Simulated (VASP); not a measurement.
AlN:

```xyz
2
Lattice="0.0000 1.9690 1.9690 1.9690 0.0000 1.9690 1.9690 1.9690 0.0000" Properties=species:S:1:pos:R:3 pbc="T T T"
Al    0.0000    0.0000    0.0000
N     1.9690    1.9690    1.9690
```

Base run:

```yaml
Program: VASP 6.6.1
Functional: PBE
Potentials_or_basis: VASP PAW PBE potentials, release 64 (Al, N)
Cutoff: 600 eV
k_mesh: 12 × 12 × 12
Occupations: gaussian, width 0.01 eV
Spin: no spin polarisation
```

Its results: band gap on the k mesh 5.16 eV (least direct gap 6.87 eV); pressure 30.0 GPa.

The run is repeated on the same cell with these changes: k mesh from 12 × 12 × 12 to 3 × 3 × 3. What comes out?

Band gap on the k mesh 6.02 eV (least direct gap 6.82 eV); pressure 31.6 GPa.

Caveats: some runs use coarse meshes; the cell stands under pressure (at least some runs); an odd mesh through Γ misses points on the zone boundary, where band edges can lie (at least some runs).
